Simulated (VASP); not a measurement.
# Ga2B (I4_1/amd) in VASP: notebook

The runs below take Ga2B through single point, with PBE.

Program: VASP 6.6.1. These are calculated values, not measurements. Logs are shortened: lines on timing, memory, paths and dates and some standing lists are left out, and cuts for length are marked.

## (1) The cell of the first run

It takes space group I4_1/amd (No. 141, tetragonal). The conventional cell has a = 5.421 Å, b = 5.421 Å, c = 3.754 Å, α = 90.00°, β = 90.00°, γ = 90.00°. Ga (site symmetry 2/m) has 2 B at 1.95 Å and 4 Ga at 2.13 Å within 2.6 Å. Within 2.6 Å of B (site symmetry -4m2) lie 4 Ga at 1.95 Å.

The cell was generated, and may not be a known phase.

## (2) Single point, PBE

File INCAR:

```
ALGO = Normal
EDIFF = 1E-7
ENCUT = 520
GGA = PE
ISIF = 2
ISMEAR = 0
LASPH = T
LCHARG = F
LREAL = F
LWAVE = F
NBANDS = 38
NELM = 60
PREC = Accurate
SIGMA = 0.1
```

File KPOINTS:

```
k-points
0
Gamma
  6 6 6
```

File POSCAR:

```
Ga2B
1.0
   -2.7103432300      2.7103432300      1.8767513900
    2.7103432300     -2.7103432300      1.8767513900
    2.7103432300      2.7103432300     -1.8767513900
Ga B
4 2
Direct
    0.3750000000      0.6250000000      0.7500000000
    0.3750000000      0.1250000000      0.7500000000
    0.3750000000      0.6250000000      0.2500000000
    0.8750000000      0.6250000000      0.2500000000
    0.0000000000      0.0000000000      0.0000000000
    0.7500000000      0.2500000000      0.5000000000
```

Potentials or basis: VASP PAW PBE potentials, release 64 (Ga_d, B).

On the command line:

```console
$ cat potpaw_PBE.64/Ga_d/POTCAR potpaw_PBE.64/B/POTCAR > POTCAR
$ mpirun -np 1 vasp_std > vasp.out
```

OUTCAR:

```text
EDIFF = 1E-7
   ENCUT = 520
   GGA = PE
   ISIF = 2
   ISMEAR = 0
   LASPH = T
   LREAL = F
   NELM = 60
   PREC = Accurate

 ion  position               nearest neighbor table
   1  0.375  0.625  0.750-   5 1.95   6 1.95   3 2.13   3 2.13   2 2.13   2 2.13   4 2.71   4 2.71

   2  0.375  0.125  0.750-   5 1.95   6 1.95   1 2.13   4 2.13   1 2.13   4 2.13   3 2.71   3 2.71

   3  0.375  0.625  0.250-   6 1.95   5 1.95   4 2.13   1 2.13   1 2.13   4 2.13   2 2.71   2 2.71

   4  0.875  0.625  0.250-   5 1.95   6 1.95   2 2.13   3 2.13   3 2.13   2 2.13   1 2.71   1 2.71

   5  0.000  0.000  0.000-   3 1.95   1 1.95   4 1.95   2 1.95
   6  0.750  0.250  0.500-   1 1.95   3 1.95   4 1.95   2 1.95

  LATTYP: Found a body centered tetragonal cell.
 ALAT       =     5.4206864600
 C/A-ratio  =     0.6924404884

  Lattice vectors:

 A1 = (  -2.7103432300,   2.7103432300,   1.8767513900)
 A2 = (   2.7103432300,  -2.7103432300,   1.8767513900)
 A3 = (   2.7103432300,   2.7103432300,  -1.8767513900)

Analysis of symmetry for initial positions (statically):
=====================================================================
 Subroutine PRICEL returns:
 Original cell was already a primitive cell.

 Routine SETGRP: Setting up the symmetry group for a
 body centered tetragonal supercell.

 Subroutine GETGRP returns: Found 16 space group operations
 (whereof  8 operations were pure point group operations)
 out of a pool of 16 trial point group operations.

The static configuration has the point symmetry D_2d.
 The point group associated with its full space group is D_4h.

Analysis of symmetry for dynamics (positions and initial velocities):
=====================================================================
 Subroutine PRICEL returns:
 Original cell was already a primitive cell.

 Routine SETGRP: Setting up the symmetry group for a
 body centered tetragonal supercell.

 Subroutine GETGRP returns: Found 16 space group operations
 (whereof  8 operations were pure point group operations)
 out of a pool of 16 trial point group operations.

The dynamic configuration has the point symmetry D_2d.
 The point group associated with its full space group is D_4h.

 Subroutine INISYM returns: Found 16 space group operations
 (whereof  8 operations are pure point group operations),
 and found     1 'primitive' translations

----------------------------------------------------------------------------------------

                                     Primitive cell

  volume of cell :      55.1462

  direct lattice vectors                    reciprocal lattice vectors
    -2.710343230  2.710343230  1.876751390     0.000000000  0.184478480  0.266417813
     2.710343230 -2.710343230  1.876751390     0.184478480  0.000000000  0.266417813
     2.710343230  2.710343230 -1.876751390     0.184478480  0.184478480  0.000000000

  length of vectors
     4.267799975  4.267799975  4.267799975     0.324053638  0.324053638  0.260891969

  position of ions in fractional coordinates (direct lattice)
     0.375000000  0.625000000  0.750000000
     0.375000000  0.125000000  0.750000000
     0.375000000  0.625000000  0.250000000
     0.875000000  0.625000000  0.250000000
     0.000000000  0.000000000  0.000000000
     0.750000000  0.250000000  0.500000000

  ion indices of the primitive-cell ions
   primitive index   ion index
                 1           1
                 2           2
                 3           3
                 4           4
                 5           5
                 6           6

----------------------------------------------------------------------------------------

 KPOINTS: k-points

Automatic generation of k-mesh.
 Grid dimensions read from file:
 generate k-points for:    6    6    6

 Generating k-lattice:

  Cartesian coordinates                     Fractional coordinates (reciprocal lattice)
     0.000000000  0.030746413  0.044402969     0.166666667 -0.000000000  0.000000000
     0.030746413  0.000000000  0.044402969    -0.000000000  0.166666667  0.000000000
     0.030746413  0.030746413  0.000000000     0.000000000  0.000000000  0.166666667

  Length of vectors
     0.054008940  0.054008940  0.043481995

  Shift w.r.t. Gamma in fractional coordinates (k-lattice)
     0.000000000  0.000000000  0.000000000

 Subroutine IBZKPT returns following result:
 ===========================================

 Found     30 irreducible k-points:

 Following reciprocal coordinates:
            Coordinates               Weight
  0.000000  0.000000  0.000000      1.000000
  0.166667  0.000000 -0.000000      8.000000
  0.333333  0.000000  0.000000      8.000000
  0.500000  0.000000 -0.000000      4.000000
  0.166667  0.166667  0.000000      8.000000
  0.333333  0.166667  0.000000     16.000000
[... 16 lines left out ...]
 -0.333333 -0.333333  0.166667      8.000000
 -0.166667 -0.333333  0.166667      8.000000
 [... further k-points ...]
   k-points           NKPTS =     30   k-points in BZ     NKDIM =     30   number of bands    NBANDS=     38
   number of dos      NEDOS =    301   number of ions     NIONS =      6
   total plane-waves  NPLWV =  32768
   dimension x,y,z NGX =    32 NGY =   32 NGZ =   32
   dimension x,y,z NGXF=    64 NGYF=   64 NGZF=   64
   ions per type =               4   2
   NGX,Y,Z   is equivalent  to a cutoff of  12.47, 12.47, 12.47 a.u.
   NGXF,Y,Z  is equivalent  to a cutoff of  24.93, 24.93, 24.93 a.u.
 SYSTEM =  unknown system
   PREC   = accura    normal or accurate (medium, high low for compatibility)
   ISTART =      0    job   : 0-new  1-cont  2-samecut
   ICHARG =      2    charge: 1-file 2-atom 10-const
   ISPIN  =      1    spin polarized calculation?
   LNONCOLLINEAR =      F non collinear calculations
   LSORBIT =      F    spin-orbit coupling
   LASPH  =      T    aspherical Exc in radial PAW
   ENCUT  =  520.0 eV  38.22 Ry    6.18 a.u.   7.94  7.94  7.94*2*pi/ulx,y,z
   NELM   =     60;   NELMIN=  2; NELMDL= -5     # of ELM steps
   EDIFF  = 0.1E-06   stopping-criterion for ELM
   LREAL  =      F    real-space projection
   EDIFFG = 0.1E-05   stopping-criterion for IOM
   NSW    =      0    number of steps for IOM
   IBRION =     -1    ionic relax: 0-MD 1-quasi-New 2-CG
   NFREE  =      0    steps in history (QN), initial steepest desc. (CG)
   ISIF   =      2    stress and relaxation
   ISYM   =      2    0-nonsym 1-usesym 2-fastsym
   POTIM  = 0.5000    time-step for ionic-motion
   TEBEG  =    0.0;   TEEND  =   0.0 temperature during run
   PSTRESS=    0.0 pullay stress
   NELECT =      58.0000    total number of electrons
   NUPDOWN=      -1.0000    fix difference up-down
   EMIN   =  10.00;   EMAX   =-10.00  energy-range for DOS
   EFERMI =   0.00;   METHOD = LEGACY
   ISMEAR =     0;   SIGMA  =   0.10  broadening in eV -4-tet -1-fermi 0-gaus
   EFERMI_NEDOS =   21; number of points for ismear=-14 and -15
   IALGO  =     38    algorithm
   IMIX   =      4    mixing-type and parameters
     AMIX     =   0.40;   BMIX     =  1.00
     AMIX_MAG =   1.60;   BMIX_MAG =  1.00
  volume/ion in A,a.u.               =       9.19        62.02
  Fermi-wavevector in a.u.,A,eV,Ry     =   1.664865  3.146139 37.712300  2.771776
  Thomas-Fermi vector in A             =   2.751335
   LORBIT       =      0    0 simple, 1 ext, 2 COOP (PROOUT), +10 PAW based schemes
   GGA     = PE    functional components
   LHFCALC =     F    Hartree Fock is set to
   AEXX    =    0.0000 exact exchange contribution
   IVDW    =     0    specifies the selected vdW correction
   LEPSILON=     F    determine dielectric tensor
   LRPA    =     F    only Hartree local field effects (RPA)
 non-spin polarized calculation
 Gauss-broadening in eV      SIGMA  =   0.10
  energy-cutoff  :      520.00
  volume of cell :       55.15
 maximum number of plane-waves:      1502
   NGX = 15   NGY = 15   NGZ = 15

 number of electron      58.0000062 magnetization

 Free energy of the ion-electron system (eV)
  ---------------------------------------------------
  ext. energy  EPLUGINS =         0.00000000
  ---------------------------------------------------
  free energy    TOTEN  =        -8.90481423 eV

  energy without entropy =       -8.89452749  energy(sigma->0) =       -8.89967086

 E-fermi :  11.0686     XC(G=0): -13.7458

 val. band max:       11.0220394378   @ k =   0.5000   0.5000   0.3333
 cond. band min:      11.1011243674   @ k =  -0.3333   0.1667  -0.0000
 fundamental gap:      0.0790849295
 Fermi energy:        11.0686394698

 k-point     1 :       0.0000    0.0000    0.0000
  band No.  band energies     occupation
      1      -6.8038      2.00000
      2      -6.4334      2.00000
      3      -6.1618      2.00000
      4      -6.1618      2.00000
      5      -5.9224      2.00000
      6      -5.6483      2.00000
[... 30 lines left out ...]
     37      19.8116      0.00000
     38      25.1355      0.00000

 k-point     2 :       0.1667    0.0000   -0.0000
  band No.  band energies     occupation
      1      -6.6883      2.00000
      2      -6.3816      2.00000
      3      -6.1084      2.00000
      4      -6.0803      2.00000
      5      -5.8703      2.00000
      6      -5.6071      2.00000
[... 30 lines left out ...]
     37      20.8077      0.00000
     38      22.4671      0.00000

 k-point     3 :       0.3333    0.0000    0.0000
  band No.  band energies     occupation
      1      -6.4764      2.00000
      2      -6.3319      2.00000
      3      -5.9719      2.00000
      4      -5.7608      2.00000
      5      -5.7439      2.00000
      6      -5.4965      2.00000
[... 30 lines left out ...]
     37      21.3141      0.00000
     38      22.1455      0.00000

 k-point     4 :       0.5000    0.0000   -0.0000
  band No.  band energies     occupation
      1      -6.3842      2.00000
      2      -6.3208      2.00000
      3      -5.8601      2.00000
      4      -5.6756      2.00000
      5      -5.3692      2.00000
      6      -5.3377      2.00000
[... 30 lines left out ...]
     37      21.8055      0.00000
     38      21.9203      0.00000
[... 703 lines left out ...]
      4      -5.6216      2.00000
      5      -5.3525      2.00000
      6      -5.3061      2.00000
[... 30 lines left out ...]
     37      21.3443      0.00000
     38      22.8253      0.00000

 k-point    23 :      -0.3333   -0.3333    0.1667
  band No.  band energies     occupation
      1      -6.2317      2.00000
      2      -6.0372      2.00000
      3      -5.7820      2.00000
      4      -5.5709      2.00000
      5      -5.5260      2.00000
      6      -5.3441      2.00000
[... 30 lines left out ...]
     37      21.3664      0.00000
     38      23.3032      0.00000

 k-point    24 :      -0.1667   -0.3333    0.1667
  band No.  band energies     occupation
      1      -6.4095      2.00000
      2      -6.2016      2.00000
      3      -5.9040      2.00000
      4      -5.7689      2.00000
      5      -5.7247      2.00000
      6      -5.4355      2.00000
[... 30 lines left out ...]
     37      22.0146      0.00000
     38      22.4840      0.00000

 [... further k-points ...]

------------------------ aborting loop because EDIFF is reached ----------------------------------------

  FORCE on cell =-STRESS in cart. coord.  units (eV):
  Direction    XX          YY          ZZ          XY          YZ          ZX
  --------------------------------------------------------------------------------------
  -------------------------------------------------------------------------------------
  Total       51.5082636     51.5082636     38.1203167      0.0000000     -0.0000000      0.0000000
  in kB     1496.4843177   1496.4843177   1107.5204665      0.0000000     -0.0000000      0.0000000
  external PRESSURE =    1366.8297006 kB  Pullay stress =       0.0000000 kB

 VOLUME and BASIS-vectors are now :
 -----------------------------------------------------------------------------
  energy-cutoff  :      520.00
  volume of cell :       55.15
      direct lattice vectors                 reciprocal lattice vectors
    -2.710343230  2.710343230  1.876751390     0.000000000  0.184478480  0.266417813
     2.710343230 -2.710343230  1.876751390     0.184478480  0.000000000  0.266417813
     2.710343230  2.710343230 -1.876751390     0.184478480  0.184478480  0.000000000

 POSITION                                       TOTAL-FORCE (eV/Angst)
 -----------------------------------------------------------------------------------
      2.71034      1.35517      0.46919        -0.000000      0.000000     -0.000000
      1.35517      2.71034     -0.46919        -0.000000      0.000000     -0.000000
      1.35517      0.00000      1.40756        -0.000000      0.000000     -0.000000
     -0.00000      1.35517      2.34594        -0.000000      0.000000     -0.000000
      0.00000      0.00000      0.00000         0.000000     -0.000000     -0.000000
     -0.00000      2.71034      0.93838        -0.000000      0.000000      0.000000
 -----------------------------------------------------------------------------------
    total drift:                                0.000000     -0.000000      0.000000

  FREE ENERGIE OF THE ION-ELECTRON SYSTEM (eV)
  ---------------------------------------------------
  free  energy   TOTEN  =        -8.9048142300 eV

  energy  without entropy=       -8.8945274935  energy(sigma->0) =       -8.89967086
```

Wall time 30 s (1 thread of AMD EPYC 9R45 (Zen 5), shared host); peak memory 0.17 GiB.

What came out:

```
Free energy            : -8.9048 eV
Pressure               : 136.7 GPa
Band gap on the k mesh : zero (bands 29 and 30 overlap by 4.31 eV)
```

Stress tensor (GPa, compression positive):
```
149.65   0.00   0.00
  0.00 149.65   0.00
  0.00   0.00 110.75
```

Levels at points of the mesh, in eV from the Fermi level:
```tsv
k point	band 26	band 27	band 28	band 29	band 30	band 31	band 32	band 33
(0.00, 0.00, 0.00)	-4.55	-2.42	-1.72	-1.36	-1.36	0.61	0.61	1.20
(0.50, 0.00, 0.00)	-6.25	-2.41	-2.24	-0.51	1.71	3.35	3.44	4.67
(0.50, 0.50, 0.00)	-4.04	-3.37	-3.37	-2.67	-2.67	3.83	3.83	4.59
(0.50, 0.50, 0.50)	-5.92	1.12	1.12	1.51	1.51	5.02	5.02	6.29
```

Caveat: the stress differs along the axes, from 111 to 150 GPa.

## (3) Single point, PBE

This run uses another cell than the first one, of 14.77 Å³/atom.

File INCAR:

```
  PREC = Accurate
  ENCUT = 520
  EDIFF = 1E-6
  ISMEAR = 0
  SIGMA = 0.1
  LREAL = F
  LASPH = T
  NELM = 100
  ALGO = Fast
  ISIF = 2
  LWAVE = F
  LCHARG = T
  GGA = PE
  LELF = T
  LVHAR = T
  NBANDS = 38
```

File KPOINTS:

```
Automatic mesh
0
Gamma
  6 6 6
```

POSCAR, as its differences from that of step 2:

```diff
@@ -2,5 +2,5 @@
 1.0
-   -2.7103432300      2.7103432300      1.8767513900
-    2.7103432300     -2.7103432300      1.8767513900
-    2.7103432300      2.7103432300     -1.8767513900
+   -3.5993753839      3.5993753839      1.7100125848
+    3.5993753839     -3.5993753839      1.7100125848
+    3.5993753839      3.5993753839     -1.7100125848
 Ga B
```

Potentials or basis: VASP PAW PBE potentials, release 64 (Ga_d, B).

On the command line:

```console
$ cat potpaw_PBE.64/Ga_d/POTCAR potpaw_PBE.64/B/POTCAR > POTCAR
$ mpirun -np 1 vasp_std > vasp.out
```

OUTCAR:

```text
PREC = Accurate
   ENCUT = 520
   EDIFF = 1E-6
   ISMEAR = 0
   LREAL = F
   LASPH = T
   NELM = 100
   ISIF = 2
   GGA = PE

 ion  position               nearest neighbor table
   1  0.375  0.625  0.750-   5 2.21   6 2.21   3 2.68   3 2.68   2 2.68   2 2.68
   2  0.375  0.125  0.750-   5 2.21   6 2.21   1 2.68   4 2.68   1 2.68   4 2.68
   3  0.375  0.625  0.250-   6 2.21   5 2.21   4 2.68   1 2.68   1 2.68   4 2.68
   4  0.875  0.625  0.250-   5 2.21   6 2.21   2 2.68   3 2.68   3 2.68   2 2.68
   5  0.000  0.000  0.000-   3 2.21   2 2.21   4 2.21   1 2.21
   6  0.750  0.250  0.500-   1 2.21   2 2.21   4 2.21   3 2.21

[... 1194 lines left out ...]
  Total        0.0759293      0.0759293     -0.0947325      0.0000000      0.0000000      0.0000000
  in kB        1.3727973      1.3727973     -1.7127581      0.0000000      0.0000000      0.0000000
  external PRESSURE =       0.3442788 kB  Pullay stress =       0.0000000 kB

 VOLUME and BASIS-vectors are now :
 -----------------------------------------------------------------------------
  energy-cutoff  :      520.00
  volume of cell :       88.62
      direct lattice vectors                 reciprocal lattice vectors
    -3.599375384  3.599375384  1.710012585     0.000000000  0.138912991  0.292395509
     3.599375384 -3.599375384  1.710012585     0.138912991  0.000000000  0.292395509
     3.599375384  3.599375384 -1.710012585     0.138912991  0.138912991  0.000000000

 POSITION                                       TOTAL-FORCE (eV/Angst)
 -----------------------------------------------------------------------------------
      3.59938      1.79969      0.42750         0.000000      0.000000      0.000000
      1.79969      3.59938     -0.42750         0.000000      0.000000      0.000000
      1.79969      0.00000      1.28251         0.000000      0.000000      0.000000
      0.00000      1.79969      2.13752         0.000000      0.000000      0.000000
      0.00000      0.00000      0.00000        -0.000000      0.000000      0.000000
      0.00000      3.59938      0.85501         0.000000     -0.000000     -0.000000
 -----------------------------------------------------------------------------------
    total drift:                               -0.000000     -0.000000      0.000000

  FREE ENERGIE OF THE ION-ELECTRON SYSTEM (eV)
  ---------------------------------------------------
  free  energy   TOTEN  =       -21.7305168088 eV

  energy  without entropy=      -21.7174882581  energy(sigma->0) =      -21.72400253
```

OSZICAR:

```text
N       E                     dE             d eps       ncg     rms          rms(c)
DAV:   1     0.453764776488E+03    0.45376E+03   -0.27516E+04  2362   0.280E+03
DAV:   2     0.404330884603E+02   -0.41333E+03   -0.40003E+03  2352   0.591E+02
DAV:   3    -0.206273937403E+02   -0.61060E+02   -0.59369E+02  2566   0.164E+02
DAV:   4    -0.234563190213E+02   -0.28289E+01   -0.27999E+01  2746   0.363E+01
DAV:   5    -0.235337078881E+02   -0.77389E-01   -0.77289E-01  2600   0.588E+00    0.570E+00
RMM:   6    -0.217468769550E+02    0.17868E+01   -0.32343E+00  3154   0.939E+00    0.186E+00
RMM:   7    -0.217415433271E+02    0.53336E-02   -0.57654E-01  3342   0.262E+00    0.107E+00
RMM:   8    -0.217319837760E+02    0.95596E-02   -0.47475E-02  2963   0.162E+00    0.233E-01
RMM:   9    -0.217303258199E+02    0.16580E-02   -0.12855E-02  3371   0.696E-01    0.630E-02
RMM:  10    -0.217304853984E+02   -0.15958E-03   -0.24370E-03  3804   0.282E-01    0.361E-02
RMM:  11    -0.217305097974E+02   -0.24399E-04   -0.26291E-04  3548   0.102E-01    0.502E-03
RMM:  12    -0.217305161664E+02   -0.63691E-05   -0.72334E-05  3633   0.478E-02    0.340E-03
RMM:  13    -0.217305165426E+02   -0.37620E-06   -0.12607E-05  2927   0.240E-02    0.111E-03
RMM:  14    -0.217305168088E+02   -0.26611E-06   -0.36225E-06  2164   0.120E-02
   1 F= -.21730517E+02 E0= -.21724003E+02  d E =-.130286E-01
```

stdout:

```text
POSCAR found type information on POSCAR GaB
 POSCAR found :  2 types and       6 ions
 scaLAPACK will be used
 LDA part: xc-table for (Slater+PW92), standard interpolation
 POSCAR, INCAR and KPOINTS ok, starting setup
 FFT: planning ... GRIDC
 FFT: planning ... GRID_SOFT
 FFT: planning ... GRID
 WAVECAR not read
 entering main loop
```

Wall time 70 s (1 thread of AMD EPYC 9R45 (Zen 5), shared host); peak memory 0.24 GiB.

Results:

```
Free energy            : -21.7305 eV
Pressure               : 0.0 GPa
Band gap on the k mesh : zero (bands 29 and 30 overlap by 3.70 eV)
```

Stress tensor (GPa, compression positive):
```
 0.14  0.00  0.00
 0.00  0.14  0.00
 0.00  0.00 -0.17
```

Levels at points of the mesh, in eV from the Fermi level:
| k point | band 25 | band 26 | band 27 | band 28 | band 29 | band 30 | band 31 | band 32 | band 33 | band 34 |
| --- | --- | --- | --- | --- | --- | --- | --- | --- | --- | --- |
| (0.00, 0.00, 0.00) | -3.55 | -2.03 | -2.03 | -0.48 | -0.26 | 0.74 | 2.15 | 2.39 | 3.10 | 3.10 |
| (0.50, 0.00, 0.00) | -4.95 | -3.84 | -2.55 | -2.19 | -1.51 | 0.45 | 0.51 | 1.33 | 3.12 | 4.00 |
| (0.50, 0.50, 0.00) | -4.69 | -4.69 | -0.08 | -0.08 | 0.97 | 0.97 | 2.60 | 2.60 | 5.14 | 5.14 |
| (0.50, 0.50, 0.50) | -0.83 | -0.83 | -0.71 | -0.71 | 2.61 | 2.61 | 3.46 | 3.46 | 3.71 | 3.71 |

The gap in the log of VASP goes by the Fermi energy; the results here count the filled bands.